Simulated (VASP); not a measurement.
Crystal: SiC.

```
Si C
1.0
     0.00000    2.18000    2.18000
     2.18000    0.00000    2.18000
     2.18000    2.18000    0.00000
Si C
1 1
Cartesian
  0.0000 0.0000 0.0000
  1.0900 1.0900 1.0900
```

Base run:

| Property | Result |
| --- | --- |
| Program | VASP 6.6.1 |
| Functional | PBE |
| Potentials or basis | VASP PAW PBE potentials, release 64 (Si, C) |
| Cutoff | 600 eV |
| k mesh | 8 × 8 × 8 |
| Occupations | gaussian, width 0.01 eV |
| Spin | no spin polarisation |

Its results: band gap on the k mesh 1.36 eV (least direct gap 4.54 eV); pressure 2.8 GPa.

After a change of settings the same cell gave: band gap on the k mesh 1.73 eV (least direct gap 5.06 eV); pressure -1.0 GPa. Which change was it?
A. functional from PBE to LDA; potentials or basis from VASP PAW PBE potentials, release 64 (Si, C) to VASP PAW LDA potentials, release 64 (Si, C)
B. functional from PBE to r2SCAN; cutoff from 600 eV to 660 eV
C. functional from PBE to HSE06; cutoff from 600 eV to 520 eV; k mesh from 8 × 8 × 8 to 6 × 6 × 6
D. functional from PBE to PBE0; cutoff from 600 eV to 520 eV; k mesh from 8 × 8 × 8 to 6 × 6 × 6

B.

Caveats: the PAW data sets were made with another functional, which shifts forces and pressure a little (at least some runs).
